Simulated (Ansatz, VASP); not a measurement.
**Cu in VASP and in Ansatz**

```
CELL_PARAMETERS angstrom
0.00000 1.75912 1.75912
1.75912 0.00000 1.75912
1.75912 1.75912 0.00000
ATOMIC_POSITIONS crystal
Cu 0.00000 0.00000 0.00000
```

Alike in both runs: functional LDA; k mesh 20 × 20 × 20; occupations gaussian, width 0.1 eV; no spin polarisation.

Ansatz relaxed the structure, and its values are those at the end. VASP's run is a single point on that final structure, the one shown.

```csv
,VASP,Ansatz
version,VASP 6.6.1,Ansatz 0.2.0
potentials or method,"VASP PAW LDA potentials, release 64 (Cu), cutoff 600 eV","scalar-relativistic, plane waves, PAW"
valence electrons in the cell,11,19
```

Ansatz gave:

```
gap on the k mesh at the Fermi level (eV) : none
pressure (GPa)                            : 0.0
```

Task: Which values does VASP return?

Result: gap on the k mesh at the Fermi level (eV): none; pressure (GPa): 0.9.

LDA's correlation is that of Perdew and Zunger in VASP and of Perdew and Wang (1992) in Ansatz. A gap of «none» marks a metal or a gap that the smearing closes. VASP's potentials hold 11 valence electrons a cell and Ansatz's 19, so a difference there can come from the potentials and not from the codes.
